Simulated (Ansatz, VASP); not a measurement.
**Two plane-wave programs on PbO**

```
Pb O
1.0
     5.79434    0.00000    0.00000
     0.00000    5.41728    0.00000
     0.00000    0.00000    4.64959
Pb O
4 4
Cartesian
  1.3594 -0.0414 1.1624
  4.4349 5.4587 3.4872
  1.3594 2.7500 3.4872
  4.4349 2.6673 1.1624
  4.9980 0.4926 1.1624
  0.7963 4.9247 3.4872
  4.9980 2.2160 3.4872
  0.7963 3.2013 1.1624
```

Alike in both runs: functional LDA; k mesh 4 × 6 × 6; occupations fermi-dirac, width 0.02 eV; no spin polarisation.

Ansatz relaxed the structure, and its values are those at the end. VASP's run is a single point on that final structure, the one shown.

|  | VASP | Ansatz |
| --- | --- | --- |
| version | VASP 6.6.1 | Ansatz 0.2.0 |
| potentials or method | VASP PAW LDA potentials, release 64 (Pb_d, O), cutoff 520 eV | PAW plane waves |
| valence electrons in the cell | 80 | 80 |

```tsv
	VASP	Ansatz	Ansatz less VASP
gap on the k mesh at the Fermi level (eV)	2.00	2.02	+0.018
pressure (GPa)	0.2	0.0	-0.24
rms of the force components (eV/Å)	0.029	0.004	-0.0252
```

Ansatz warns that its potentials were made for another functional, while VASP's fit it. LDA's correlation is that of Perdew and Zunger in VASP and of Perdew and Wang (1992) in Ansatz.

Neither program's run includes spin-orbit coupling.
